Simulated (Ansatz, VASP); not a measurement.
**As2Pt in VASP and in Ansatz**

The input INCAR:

```
PREC = Accurate
ENCUT = 500
EDIFF = 1E-6
ISMEAR = -1
SIGMA = 0.1
LREAL = F
LASPH = T
NELM = 120
ALGO = Normal
ISIF = 2
LWAVE = F
LCHARG = F
GGA = PE
NBANDS = 52
GGA_COMPAT = F
```

File KPOINTS:

```
Automatic mesh
0
Gamma
  6 6 6
```

POSCAR

```
As2Pt
1.0
    5.8960720000      0.0000000000      0.0000000000
    0.0000000000      5.8960720000      0.0000000000
    0.0000000000      0.0000000000      5.8960720000
Pt As
4 8
Direct
    0.0000000000      0.0000000000      0.0000000000
    0.5000000000      0.0000000000      0.5000000000
    0.5000000000      0.5000000000      0.0000000000
    0.0000000000      0.5000000000      0.5000000000
    0.3840000000      0.3840000000      0.3840000000
    0.1160000000      0.6160000000      0.8840000000
    0.8840000000      0.1160000000      0.6160000000
    0.6160000000      0.8840000000      0.1160000000
    0.6160000000      0.6160000000      0.6160000000
    0.8840000000      0.3840000000      0.1160000000
    0.1160000000      0.8840000000      0.3840000000
    0.3840000000      0.1160000000      0.8840000000
```

Input for Ansatz:

```yaml
crystal:
  lattice:
    - [5.896072, 0.0, 0.0]
    - [0.0, 5.896072, 0.0]
    - [0.0, 0.0, 5.896072]
  atoms:
    - { symbol: Pt, position: [0.0, 0.0, 0.0] }
    - { symbol: Pt, position: [0.5, 0.0, 0.5] }
    - { symbol: Pt, position: [0.5, 0.5, 0.0] }
    - { symbol: Pt, position: [0.0, 0.5, 0.5] }
    - { symbol: As, position: [0.384, 0.384, 0.384] }
    - { symbol: As, position: [0.116, 0.616, 0.884] }
    - { symbol: As, position: [0.884, 0.116, 0.616] }
    - { symbol: As, position: [0.616, 0.884, 0.116] }
    - { symbol: As, position: [0.616, 0.616, 0.616] }
    - { symbol: As, position: [0.884, 0.384, 0.116] }
    - { symbol: As, position: [0.116, 0.884, 0.384] }
    - { symbol: As, position: [0.384, 0.116, 0.884] }
  symmetry: { tolerance: 0.0003 }
kpoints:
  mp_grid: { grid: [6, 6, 6], shift: [0, 0, 0] }
  band_path:
    path:
      - [0.0, 0.0, 0.0]
      - [0.0, 0.5, 0.0]
      - [0.5, 0.5, 0.0]
      - [0.0, 0.0, 0.0]
      - [0.5, 0.5, 0.5]
      - [0.0, 0.5, 0.0]
      - [0.5, 0.5, 0.5]
      - [0.5, 0.5, 0.0]
      - [0.5, 0.0, 0.0]
    npoints: 8
magnetization:
  spin_polarized: false
scf:
  occupations: { method: fermi_dirac }
  lower_state_search: "off"
  max_iter: 200
hamiltonian:
  pseudopotentials: { kind: paw }
  xc: pbe
basis:
  ecutwfc: 420
  fft_grid_basis: typed
output:
  forces: true
  stress: true
  eigenvalues: true
  bader: true
  populations: true
  elf: true
  write_potential: true
  volumetric_format: npy
  dos:
    e_range: [-12, 8]
    de: 0.05
    projected: { site_lists: { As: [As], Pt: [Pt] } }
  write_density: true
checkpoint:
  read: saved_state
```

Alike in both runs: task single point; functional PBE; k mesh 6 × 6 × 6; no spin polarisation.

|  | VASP | Ansatz |
| --- | --- | --- |
| version | VASP 6.6.1 | Ansatz 0.2.0 |
| potentials or method | VASP PAW PBE potentials, release 64 (Pt, As), cutoff 500 eV | PAW plane waves |
| occupations | fermi-dirac, width 0.1 eV | fermi-dirac |
| valence electrons in the cell | 80 | 192 |

|  | VASP | Ansatz | Ansatz less VASP |
| --- | --- | --- | --- |
| pressure (GPa) | 13.9 | 13.8 | -0.14 |
| rms of the force components (eV/Å) | 0.139 | 0.115 | -0.0240 |

Atom by atom the forces differ by 0.024 eV/Å (rms over components). VASP's potentials hold 80 valence electrons a cell and Ansatz's 192, so a difference there can come from the potentials and not from the codes.

Neither program's run includes spin-orbit coupling.
